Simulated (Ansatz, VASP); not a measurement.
GaP in VASP and in Ansatz

```
CELL_PARAMETERS angstrom
0.00000 5.45050 5.45050
5.45050 0.00000 5.45050
5.45050 5.45050 0.00000
ATOMIC_POSITIONS crystal
Ga 0.00000 0.00000 0.00000
Ga 0.00000 0.00000 0.50000
Ga 0.00000 0.50000 0.00000
Ga 0.00000 0.50000 0.50000
Ga 0.50000 0.00000 0.00000
Ga 0.50000 0.00000 0.50000
Ga 0.50000 0.50000 0.00000
Ga 0.50000 0.50000 0.50000
P 0.12500 0.12500 0.12500
P 0.12500 0.12500 0.62500
P 0.12500 0.62500 0.12500
P 0.12500 0.62500 0.62500
P 0.62500 0.12500 0.12500
P 0.62500 0.12500 0.62500
P 0.62500 0.62500 0.12500
P 0.62500 0.62500 0.62500
```

Alike in both runs: task electric field gradients; functional PBE; k mesh 3 × 3 × 3; no spin polarisation.

|  | VASP | Ansatz |
| --- | --- | --- |
| version | VASP 6.6.1 | Ansatz 0.2.0 |
| potentials or method | VASP PAW PBE potentials, release 64 (Ga_d, P) | plane-wave PAW, scalar-relativistic |
| plane-wave cutoff (eV) | 520 | 420 |
| occupations | gaussian, width 0.01 eV | fixed |
| valence electrons in the cell | 144 | 144 |

|  | VASP | Ansatz | Ansatz less VASP |
| --- | --- | --- | --- |
| gap on the k mesh at the Fermi level (eV) | 1.65 | 1.65 | 0.000 |
